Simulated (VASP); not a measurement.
**Ti3Se: single point with PBE**

Ti3Se:

```xyz
4
Lattice="3.1322 0.0000 0.0000 -1.5661 2.7125 0.0000 0.0000 0.0000 7.7806" Properties=species:S:1:pos:R:3 pbc="T T T"
Se    0.0000    0.0000    0.0000
Ti    1.5661    0.9042    3.8903
Ti    0.0000    1.8084    6.0136
Ti    0.0000    1.8084    1.7670
```

| Quantity | Value |
| --- | --- |
| Program | VASP 6.6.1 |
| Task | single point |
| Functional | PBE |
| Potentials or basis | VASP PAW PBE potentials, release 64 (Se, Ti_sv) |
| Cutoff | 520 eV |
| k mesh | 10 × 10 × 4 |
| Occupations | fermi-dirac, width 0.05 eV |
| Spin | no spin polarisation |
| Dipole correction | no |
| Further INCAR settings | ALGO = Normal; EDIFF = 1e-07; NBANDS = 29 |

The pressure is 8.1 GPa. The largest force is 0.263 eV/Å. The band gap on the k mesh is zero (bands 21 and 22 overlap by 0.58 eV).

Forces in eV/Å, atoms in the order of the input:
```
Se   0.000  0.000  0.000
Ti   0.000  0.000  0.000
Ti   0.000  0.000 -0.263
Ti   0.000  0.000  0.263
```

Stress tensor (GPa, compression positive):
```
7.61 0.00 0.00
0.00 7.61 0.00
0.00 0.00 9.11
```

Levels at points of the mesh, in eV from the Fermi level:
```tsv
k point	band 19	band 20	band 21	band 22	band 23	band 24
(0.00, 0.00, 0.00)	-0.07	0.15	0.15	0.31	0.31	1.04
(0.50, 0.00, 0.00)	-1.68	-0.63	-0.47	0.20	0.87	0.91
(0.00, 0.00, 0.50)	-0.66	0.41	0.41	0.64	0.64	0.68
(0.50, 0.00, 0.50)	-1.59	-0.95	-0.93	0.70	0.92	1.08
```

Wall time 61 s on 1 thread of Intel(R) Xeon(R) Platinum 8375C CPU @ 2.90GHz (Ice Lake), with other jobs on the host, peak memory 0.21 GiB.

Caveat: the cell stands under pressure.
